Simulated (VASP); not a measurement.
# TiO2 (P4_2/mnm) in VASP: notebook

The runs below take TiO2 through single point, with r2SCAN+U.

Program: VASP 6.6.1. These are calculated values, not measurements. Logs are shortened: lines on timing, memory, paths and dates and some standing lists are left out, and cuts for length are marked.

## (1) The cell of the first run

Symmetry: P4_2/mnm, No. 136, tetragonal system. The conventional cell has a = 4.597 Å, b = 4.597 Å, c = 2.873 Å, α = 90.00°, β = 90.00°, γ = 90.00°. Ti (site symmetry mmm) has 6 O at 1.92 to 1.98 Å within 2.5 Å. Within 2.6 Å of O (site symmetry m2m) lie 3 Ti at 1.92 to 1.98 Å and 1 O at 2.53 Å.

## (2) Single point, r2SCAN+U (strain +0.000 along x and y, -0.040 along z)

Contents of POSCAR:

```
TiO2
1.0
    4.5973635523      0.0000000000      0.0000000000
    0.0000000000      4.5973635523      0.0000000000
    0.0000000000      0.0000000000      2.8731688202
Ti O
2 4
Direct
    0.0000000000      0.0000000000      0.0000000000
    0.5000000000      0.5000000000      0.5000000000
    0.3051400959      0.3051400959      0.0000000000
    0.1948599041      0.8051400959      0.5000000000
    0.6948599041      0.6948599041      0.0000000000
    0.8051400959      0.1948599041      0.5000000000
```

Contents of INCAR.step1:

```
  PREC = Accurate
  ENCUT = 520
  ISMEAR = 0
  SIGMA = 0.05
  LREAL = False
  LASPH = True
  NELM = 150
  LMAXMIX = 4
  LDAU = True
  LDAUTYPE = 2
  LDAUL = 2 -1
  LDAUU = 4 0
  LDAUJ = 0 0
  NBANDS = 33
  GGA = PE
  ALGO = Normal
  EDIFF = 1E-4
  LWAVE = True
  LCHARG = False
```

Contents of INCAR.step2:

```
  PREC = Accurate
  ENCUT = 520
  EDIFF = 1E-6
  ISMEAR = 0
  SIGMA = 0.05
  LREAL = False
  LASPH = True
  NELM = 150
  ALGO = Normal
  ISIF = 2
  LWAVE = False
  LCHARG = False
  LMAXMIX = 4
  LDAU = True
  LDAUTYPE = 2
  LDAUL = 2 -1
  LDAUU = 4 0
  LDAUJ = 0 0
  LDAUPRINT = 1
  METAGGA = R2SCAN
  LMIXTAU = True
  NBANDS = 33
  ISTART = 1
```

Contents of KPOINTS:

```
regular mesh
0
Gamma
  6 6 8
```

Potentials or basis: VASP PAW PBE potentials, release 64 (Ti_sv, O).

On the command line:

```
$ cat potpaw_PBE.64/Ti_sv/POTCAR potpaw_PBE.64/O/POTCAR > POTCAR
$ cp INCAR.step1 INCAR
$ mpirun -np 1 vasp_std > vasp.out
$ cp INCAR.step2 INCAR
$ mpirun -np 1 vasp_std > vasp.out
```

OUTCAR:

```text
PREC = Accurate
   ENCUT = 520
   EDIFF = 1E-6
   ISMEAR = 0
   LREAL = False
   LASPH = True
   NELM = 150
   ISIF = 2
   METAGGA = R2SCAN
   ISTART = 1

 ion  position               nearest neighbor table
   1  0.000  0.000  0.000-   4 1.92   6 1.92   4 1.92   6 1.92   5 1.98   3 1.98
   2  0.500  0.500  0.500-   3 1.92   5 1.92   3 1.92   5 1.92   4 1.98   6 1.98
   3  0.305  0.305  0.000-   2 1.92   2 1.92   1 1.98
   4  0.195  0.805  0.500-   1 1.92   1 1.92   2 1.98
   5  0.695  0.695  0.000-   2 1.92   2 1.92   1 1.98
   6  0.805  0.195  0.500-   1 1.92   1 1.92   2 1.98

  LATTYP: Found a simple tetragonal cell.
 ALAT       =     4.5973635523
 C/A-ratio  =     0.6249601076

  Lattice vectors:

 A1 = (   4.5973635523,   0.0000000000,   0.0000000000)
 A2 = (   0.0000000000,   4.5973635523,   0.0000000000)
 A3 = (   0.0000000000,   0.0000000000,   2.8731688202)

Analysis of symmetry for initial positions (statically):
=====================================================================
 Subroutine PRICEL returns:
 Original cell was already a primitive cell.

 Routine SETGRP: Setting up the symmetry group for a
 simple tetragonal supercell.

 Subroutine GETGRP returns: Found 16 space group operations
 (whereof  8 operations were pure point group operations)
 out of a pool of 16 trial point group operations.

The static configuration has the point symmetry D_2h.
 The point group associated with its full space group is D_4h.

Analysis of symmetry for dynamics (positions and initial velocities):
=====================================================================
 Subroutine PRICEL returns:
 Original cell was already a primitive cell.

 Routine SETGRP: Setting up the symmetry group for a
 simple tetragonal supercell.

 Subroutine GETGRP returns: Found 16 space group operations
 (whereof  8 operations were pure point group operations)
 out of a pool of 16 trial point group operations.

The dynamic configuration has the point symmetry D_2h.
 The point group associated with its full space group is D_4h.

 Subroutine INISYM returns: Found 16 space group operations
 (whereof  8 operations are pure point group operations),
 and found     1 'primitive' translations

----------------------------------------------------------------------------------------

                                     Primitive cell

  volume of cell :      60.7266

  direct lattice vectors                    reciprocal lattice vectors
     4.597363552  0.000000000  0.000000000     0.217515972  0.000000000  0.000000000
     0.000000000  4.597363552  0.000000000     0.000000000  0.217515972  0.000000000
     0.000000000  0.000000000  2.873168820     0.000000000  0.000000000  0.348047770

  length of vectors
     4.597363552  4.597363552  2.873168820     0.217515972  0.217515972  0.348047770

  position of ions in fractional coordinates (direct lattice)
     0.000000000  0.000000000  0.000000000
     0.500000000  0.500000000  0.500000000
     0.305140096  0.305140096  0.000000000
     0.194859904  0.805140096  0.500000000
     0.694859904  0.694859904  0.000000000
     0.805140096  0.194859904  0.500000000

  ion indices of the primitive-cell ions
   primitive index   ion index
                 1           1
                 2           2
                 3           3
                 4           4
                 5           5
                 6           6

----------------------------------------------------------------------------------------

 KPOINTS: regular mesh

Automatic generation of k-mesh.
 Grid dimensions read from file:
 generate k-points for:    6    6    8

 Generating k-lattice:

  Cartesian coordinates                     Fractional coordinates (reciprocal lattice)
     0.036252662  0.000000000  0.000000000     0.166666667  0.000000000  0.000000000
     0.000000000  0.036252662  0.000000000     0.000000000  0.166666667  0.000000000
[... 68 lines left out ...]
   PSTRESS=    0.0 pullay stress
   NELECT =      48.0000    total number of electrons
   NUPDOWN=      -1.0000    fix difference up-down
   EMIN   =  10.00;   EMAX   =-10.00  energy-range for DOS
   EFERMI =   0.00;   METHOD = LEGACY
   ISMEAR =     0;   SIGMA  =   0.05  broadening in eV -4-tet -1-fermi 0-gaus
   EFERMI_NEDOS =   21; number of points for ismear=-14 and -15
   IALGO  =     38    algorithm
   IMIX   =      4    mixing-type and parameters
     AMIX     =   0.40;   BMIX     =  1.00
     AMIX_MAG =   1.60;   BMIX_MAG =  1.00
  volume/ion in A,a.u.               =      10.12        68.30
  Fermi-wavevector in a.u.,A,eV,Ry     =   1.513662  2.860407 31.173304  2.291173
  Thomas-Fermi vector in A             =   2.623423
   LORBIT       =      0    0 simple, 1 ext, 2 COOP (PROOUT), +10 PAW based schemes
 LDA+U is selected, type is set to LDAUTYPE =  2
   angular momentum for each species LDAUL =     2   -1
   U (eV)           for each species LDAUU =   4.0  0.0
[... 46 lines left out ...]
  o =  0.2850  v =  0.0000 -0.7071  0.0000  0.7071 -0.0000  0.0000  0.0000  0.0000  0.0000  0.0000      0.0000  0.0000  0.0000  0.0000  0.0000  0.0000  0.0000  0.0000  0.0000  0.0000

atom =   2  type =  1  l = 2

 onsite density matrix

spin component  1

  0.1930  0.0000  0.0720  0.0000  0.0000
  0.0000  0.1893  0.0000  0.0956  0.0000
  0.0720  0.0000  0.1310  0.0000  0.0000
  0.0000  0.0956  0.0000  0.1893  0.0000
  0.0000  0.0000  0.0000  0.0000  0.0903

spin component  2

  0.1930  0.0000  0.0720  0.0000  0.0000
  0.0000  0.1893  0.0000  0.0956  0.0000
  0.0720  0.0000  0.1310  0.0000  0.0000
  0.0000  0.0956  0.0000  0.1893  0.0000
  0.0000  0.0000  0.0000  0.0000  0.0903

 occupancies and eigenvectors

  o =  0.0836  v = -0.5498  0.0000  0.8353  0.0000 -0.0000  0.0000  0.0000  0.0000  0.0000  0.0000      0.0000  0.0000  0.0000  0.0000  0.0000  0.0000  0.0000  0.0000  0.0000  0.0000
  o =  0.0836  v =  0.0000  0.0000  0.0000  0.0000  0.0000 -0.5498  0.0000  0.8353  0.0000 -0.0000      0.0000  0.0000  0.0000  0.0000  0.0000  0.0000  0.0000  0.0000  0.0000  0.0000
  o =  0.0903  v = -0.0000 -0.0000  0.0000  0.0000  1.0000  0.0000  0.0000  0.0000  0.0000  0.0000      0.0000  0.0000  0.0000  0.0000  0.0000  0.0000  0.0000  0.0000  0.0000  0.0000
  o =  0.0903  v =  0.0000  0.0000  0.0000  0.0000  0.0000 -0.0000 -0.0000  0.0000  0.0000  1.0000      0.0000  0.0000  0.0000  0.0000  0.0000  0.0000  0.0000  0.0000  0.0000  0.0000
  o =  0.0937  v =  0.0000  0.7071  0.0000 -0.7071  0.0000  0.0000  0.0000  0.0000  0.0000  0.0000      0.0000  0.0000  0.0000  0.0000  0.0000  0.0000  0.0000  0.0000  0.0000  0.0000
  o =  0.0937  v =  0.0000  0.0000  0.0000  0.0000  0.0000  0.0000  0.7071  0.0000 -0.7071  0.0000      0.0000  0.0000  0.0000  0.0000  0.0000  0.0000  0.0000  0.0000  0.0000  0.0000
  o =  0.2404  v = -0.8353  0.0000 -0.5498  0.0000 -0.0000  0.0000  0.0000  0.0000  0.0000  0.0000      0.0000  0.0000  0.0000  0.0000  0.0000  0.0000  0.0000  0.0000  0.0000  0.0000
  o =  0.2404  v =  0.0000  0.0000  0.0000  0.0000  0.0000 -0.8353  0.0000 -0.5498  0.0000 -0.0000      0.0000  0.0000  0.0000  0.0000  0.0000  0.0000  0.0000  0.0000  0.0000  0.0000
  o =  0.2850  v =  0.0000  0.0000  0.0000  0.0000  0.0000  0.0000 -0.7071  0.0000 -0.7071 -0.0000      0.0000  0.0000  0.0000  0.0000  0.0000  0.0000  0.0000  0.0000  0.0000  0.0000
  o =  0.2850  v =  0.0000 -0.7071  0.0000 -0.7071 -0.0000  0.0000  0.0000  0.0000  0.0000  0.0000      0.0000  0.0000  0.0000  0.0000  0.0000  0.0000  0.0000  0.0000  0.0000  0.0000

 number of electron      48.0000030 magnetization

 Free energy of the ion-electron system (eV)
  ---------------------------------------------------
  ext. energy  EPLUGINS =         0.00000000
  ---------------------------------------------------
  free energy    TOTEN  =       -64.43727833 eV

  energy without entropy =      -64.43727833  energy(sigma->0) =      -64.43727833

 E-fermi :   5.2764     XC(G=0): -12.3096

 val. band max:        5.0151365008   @ k =   0.0000   0.0000   0.0000
 cond. band min:       7.9402630825   @ k =   0.5000   0.5000   0.0000
 fundamental gap:      2.9251265817
 Fermi energy:         5.2764460486

 k-point     1 :       0.0000    0.0000    0.0000
  band No.  band energies     occupation
      1     -54.8736      2.00000
      2     -54.8551      2.00000
      3     -30.1165      2.00000
      4     -30.1165      2.00000
      5     -29.9314      2.00000
      6     -29.9314      2.00000
[... 853 lines left out ...]
     32      10.8091      0.00000
     33      12.4113      0.00000

 [... further k-points ...]

------------------------ aborting loop because EDIFF is reached ----------------------------------------

  FORCE on cell =-STRESS in cart. coord.  units (eV):
  Direction    XX          YY          ZZ          XY          YZ          ZX
  --------------------------------------------------------------------------------------
  -------------------------------------------------------------------------------------
  Total        4.8491360      4.8491360     11.7526294     -0.0000000      0.0000000      0.0000000
  in kB      127.9369838    127.9369838    310.0750223     -0.0000000      0.0000000      0.0000000
  external PRESSURE =     188.6496633 kB  Pullay stress =       0.0000000 kB

 VOLUME and BASIS-vectors are now :
 -----------------------------------------------------------------------------
  energy-cutoff  :      520.00
  volume of cell :       60.73
      direct lattice vectors                 reciprocal lattice vectors
     4.597363552  0.000000000  0.000000000     0.217515972  0.000000000  0.000000000
     0.000000000  4.597363552  0.000000000     0.000000000  0.217515972  0.000000000
     0.000000000  0.000000000  2.873168820     0.000000000  0.000000000  0.348047770

 POSITION                                       TOTAL-FORCE (eV/Angst)
 -----------------------------------------------------------------------------------
      0.00000      0.00000      0.00000         0.000000      0.000000      0.000000
      2.29868      2.29868      1.43658         0.000000      0.000000      0.000000
      1.40284      1.40284      0.00000        -0.391127     -0.391127     -0.000000
      0.89584      3.70152      1.43658         0.391127     -0.391127     -0.000000
      3.19452      3.19452      0.00000         0.391127      0.391127      0.000000
      3.70152      0.89584      1.43658        -0.391127      0.391127      0.000000
 -----------------------------------------------------------------------------------
    total drift:                                0.000000      0.000000      0.000000

  FREE ENERGIE OF THE ION-ELECTRON SYSTEM (eV)
  ---------------------------------------------------
  free  energy   TOTEN  =       -64.4372783304 eV

  energy  without entropy=      -64.4372783304  energy(sigma->0) =      -64.43727833
```

Run time: 2.6 min. Hardware: 1 thread of Intel Xeon 6975P-C (Granite Rapids), shared host; peak memory 0.22 GiB.

Results:

```
Free energy            : -64.4373 eV
Pressure               : 18.9 GPa
Largest force          : 0.553 eV/Å
Band gap on the k mesh : 2.93 eV (least direct gap 2.95 eV)
```

Forces in eV/Å, atoms in the order of the input:
```
Ti   0.000  0.000  0.000
Ti   0.000  0.000  0.000
O   -0.391 -0.391  0.000
O    0.391 -0.391  0.000
O    0.391  0.391  0.000
O   -0.391  0.391  0.000
```

Eigenvalues of the final occupation matrices:
```
    site  spin  trace               eigenvalues
site 1 d     1   0.79  0.08 0.09 0.09 0.24 0.28
site 1 d     2   0.79  0.08 0.09 0.09 0.24 0.28
site 2 d     1   0.79  0.08 0.09 0.09 0.24 0.28
site 2 d     2   0.79  0.08 0.09 0.09 0.24 0.28
```

Caveat: the cell differs from its parent crystal (strain +0.000 along x and y, -0.040 along z); the cell stands under pressure; the PAW data sets were made with another functional, which shifts forces and pressure a little. A k mesh can miss the band edges.

## (3) Single point, r2SCAN+U (strain -0.040 along x and y, +0.080 along z)

Changes to POSCAR since step 2:

```diff
@@ -2,5 +2,5 @@
 1.0
-    4.5973635523      0.0000000000      0.0000000000
-    0.0000000000      4.5973635523      0.0000000000
-    0.0000000000      0.0000000000      2.8731688202
+    4.4134690102      0.0000000000      0.0000000000
+    0.0000000000      4.4134690102      0.0000000000
+    0.0000000000      0.0000000000      3.2323149227
 Ti O
```

Contents of INCAR.step1:

```
  PREC = Accurate
  ENCUT = 520
  ISMEAR = 0
  SIGMA = 0.05
  LREAL = F
  LASPH = T
  NELM = 150
  LMAXMIX = 4
  LDAU = T
  LDAUTYPE = 2
  LDAUL = 2 -1
  LDAUU = 4 0
  LDAUJ = 0 0
  NBANDS = 33
  GGA = PE
  ALGO = Normal
  EDIFF = 1E-4
  LWAVE = T
  LCHARG = F
```

Contents of INCAR.step2:

```
  PREC = Accurate
  ENCUT = 520
  EDIFF = 1E-6
  ISMEAR = 0
  SIGMA = 0.05
  LREAL = F
  LASPH = T
  NELM = 150
  ALGO = Normal
  ISIF = 2
  LWAVE = F
  LCHARG = T
  LMAXMIX = 4
  LDAU = T
  LDAUTYPE = 2
  LDAUL = 2 -1
  LDAUU = 4 0
  LDAUJ = 0 0
  LDAUPRINT = 1
  METAGGA = R2SCAN
  LMIXTAU = T
  LELF = T
  LVHAR = T
  NBANDS = 33
  ISTART = 1
```

Contents of KPOINTS:

```
Automatic mesh
0
Gamma
  6 6 8
```

Potentials or basis: VASP PAW PBE potentials, release 64 (Ti_sv, O).

On the command line:

```
$ cat potpaw_PBE.64/Ti_sv/POTCAR potpaw_PBE.64/O/POTCAR > POTCAR
$ cp INCAR.step1 INCAR
$ mpirun -np 1 vasp_std > vasp.out
$ cp INCAR.step2 INCAR
$ mpirun -np 1 vasp_std > vasp.out
```

Wall time 2.1 min (1 thread of Intel Xeon 6975P-C (Granite Rapids), shared host); peak memory 0.22 GiB.

Results (log left out):

| Property | Result |
| --- | --- |
| Free energy | -64.2529 eV |
| Pressure | 3.0 GPa |
| Largest force | 0.234 eV/Å |
| Band gap on the k mesh | 2.86 eV |

Forces on the atoms (eV/Å):
```
Ti   0.000  0.000  0.000
Ti   0.000  0.000  0.000
O    0.165  0.165  0.000
O   -0.165  0.165  0.000
O   -0.165 -0.165  0.000
O    0.165 -0.165  0.000
```

Stress tensor (GPa, compression positive):
```
 12.92   0.00   0.00
  0.00  12.92   0.00
  0.00   0.00 -16.78
```

Levels at points of the mesh, in eV from the valence-band top:
```csv
k point,band 22,band 23,band 24,band 25,band 26,band 27
"(0.00, 0.00, 0.00)",-0.24,-0.24,0.00,2.86,3.27,3.27
"(0.50, 0.00, 0.00)",-2.20,-0.68,-0.68,3.51,3.51,4.00
"(0.50, 0.50, 0.00)",-1.67,-0.81,-0.81,2.98,2.98,3.31
"(0.00, 0.00, 0.50)",-2.03,-1.22,-1.22,3.49,3.49,4.10
"(0.50, 0.00, 0.50)",-1.85,-0.95,-0.95,2.95,2.95,3.68
"(0.50, 0.50, 0.50)",-1.18,-0.51,-0.51,3.61,3.61,3.62
```

Eigenvalues of the final occupation matrices:
```
    site  spin  trace               eigenvalues
site 1 d     1   0.75  0.05 0.08 0.10 0.23 0.27
site 1 d     2   0.75  0.05 0.08 0.10 0.23 0.27
site 2 d     1   0.75  0.05 0.08 0.10 0.23 0.27
site 2 d     2   0.75  0.05 0.08 0.10 0.23 0.27
```

Caveat: the cell differs from its parent crystal (strain -0.040 along x and y, +0.080 along z); the cell stands under pressure; the PAW data sets were made with another functional, which shifts forces and pressure a little. A k mesh can miss the band edges.

## (4) Single point, r2SCAN+U (strain +0.040 along x and y, -0.080 along z)

Changes to POSCAR since step 3:

```diff
@@ -2,5 +2,5 @@
 1.0
-    4.4134690102      0.0000000000      0.0000000000
-    0.0000000000      4.4134690102      0.0000000000
-    0.0000000000      0.0000000000      3.2323149227
+    4.7812580944      0.0000000000      0.0000000000
+    0.0000000000      4.7812580944      0.0000000000
+    0.0000000000      0.0000000000      2.7534534527
 Ti O
```

Contents of INCAR.step1:

```
  ALGO = Normal
  EDIFF = 1E-4
  ENCUT = 520
  GGA = PE
  ISMEAR = 0
  LASPH = True
  LCHARG = False
  LDAU = True
  LDAUJ = 0 0
  LDAUL = 2 -1
  LDAUTYPE = 2
  LDAUU = 4 0
  LMAXMIX = 4
  LREAL = False
  LWAVE = True
  NBANDS = 33
  NELM = 150
  PREC = Accurate
  SIGMA = 0.05
```

Contents of INCAR.step2:

```
  ALGO = Normal
  EDIFF = 1E-7
  ENCUT = 520
  ISIF = 2
  ISMEAR = 0
  ISTART = 1
  LASPH = True
  LCHARG = True
  LDAU = True
  LDAUJ = 0 0
  LDAUL = 2 -1
  LDAUPRINT = 1
  LDAUTYPE = 2
  LDAUU = 4 0
  LELF = True
  LMAXMIX = 4
  LMIXTAU = True
  LREAL = False
  LVHAR = True
  LWAVE = False
  METAGGA = R2SCAN
  NBANDS = 33
  NELM = 150
  PREC = Accurate
  SIGMA = 0.05
```

Contents of KPOINTS:

```
k-points
0
Gamma
  6 6 8
```

On the command line:

```
$ cat potpaw_PBE.64/Ti_sv/POTCAR potpaw_PBE.64/O/POTCAR > POTCAR
$ cp INCAR.step1 INCAR
$ mpirun -np 1 vasp_std > vasp.out
$ cp INCAR.step2 INCAR
$ mpirun -np 1 vasp_std > vasp.out
```

Run time: 2.4 min. Hardware: 1 thread of Intel Xeon 6975P-C (Granite Rapids), shared host; peak memory 0.22 GiB.

It converged, with:

- Free energy: -64.0088 eV
- Pressure: 13.9 GPa
- Largest force: 0.535 eV/Å
- Band gap on the k mesh: 2.86 eV (least direct gap 2.92 eV)

Forces in eV/Å, atoms in the order of the input:
```
Ti   0.000  0.000  0.000
Ti   0.000  0.000  0.000
O   -0.378 -0.378  0.000
O    0.378 -0.378  0.000
O    0.378  0.378  0.000
O   -0.378  0.378  0.000
```

Stress tensor (GPa, compression positive):
```
-0.86  0.00  0.00
 0.00 -0.86  0.00
 0.00  0.00 43.31
```

Levels at points of the mesh, in eV from the valence-band top:
| k point | band 22 | band 23 | band 24 | band 25 | band 26 | band 27 |
| --- | --- | --- | --- | --- | --- | --- |
| (0.00, 0.00, 0.00) | -0.40 | -0.21 | 0.00 | 2.91 | 2.99 | 4.16 |
| (0.50, 0.00, 0.00) | -0.83 | -0.63 | -0.63 | 3.56 | 3.56 | 4.53 |
| (0.50, 0.50, 0.00) | -1.05 | -0.66 | -0.66 | 2.86 | 2.86 | 4.17 |
| (0.00, 0.00, 0.50) | -1.73 | -1.38 | -1.38 | 4.17 | 4.17 | 4.66 |
| (0.50, 0.00, 0.50) | -1.85 | -0.86 | -0.86 | 3.24 | 3.24 | 4.97 |
| (0.50, 0.50, 0.50) | -0.93 | -0.69 | -0.69 | 3.92 | 3.92 | 4.29 |

Eigenvalues of the final occupation matrices:
| site | spin | trace | eigenvalues |
| --- | --- | --- | --- |
| site 1 d | 1 | 0.80 | 0.09 0.10 0.10 0.22 0.30 |
| site 1 d | 2 | 0.80 | 0.09 0.10 0.10 0.22 0.30 |
| site 2 d | 1 | 0.80 | 0.09 0.10 0.10 0.22 0.30 |
| site 2 d | 2 | 0.80 | 0.09 0.10 0.10 0.22 0.30 |

Caveat: the cell differs from its parent crystal (strain +0.040 along x and y, -0.080 along z); the cell stands under pressure; the PAW data sets were made with another functional, which shifts forces and pressure a little. A k mesh can miss the band edges.

## (5) Summary

| cell | gap on the mesh (eV) | pressure (GPa) | largest force (eV/Å) |
| --- | --- | --- | --- |
| a = 4.597, b = 4.597, c = 2.873 Å, 6 atoms | 2.93 | 18.9 | 0.55 |
| a = 4.413, b = 4.413, c = 3.232 Å, 6 atoms | 2.86 | 3.0 | 0.23 |
| a = 4.781, b = 4.781, c = 2.753 Å, 6 atoms | 2.86 | 13.9 | 0.54 |

Alike in all rows: task single point; level r2SCAN+U; potentials or basis VASP PAW PBE potentials, release 64 (Ti_sv, O); no spin polarisation; Ti d U = 4.0 eV; k mesh 6 × 6 × 8; cutoff (eV) 520; smearing gaussian 0.05 eV.

Caveats: the cell stands under pressure; the PAW data sets were made with another functional, which shifts forces and pressure a little.

Absolute energies hang on the potentials; compare differences alone.
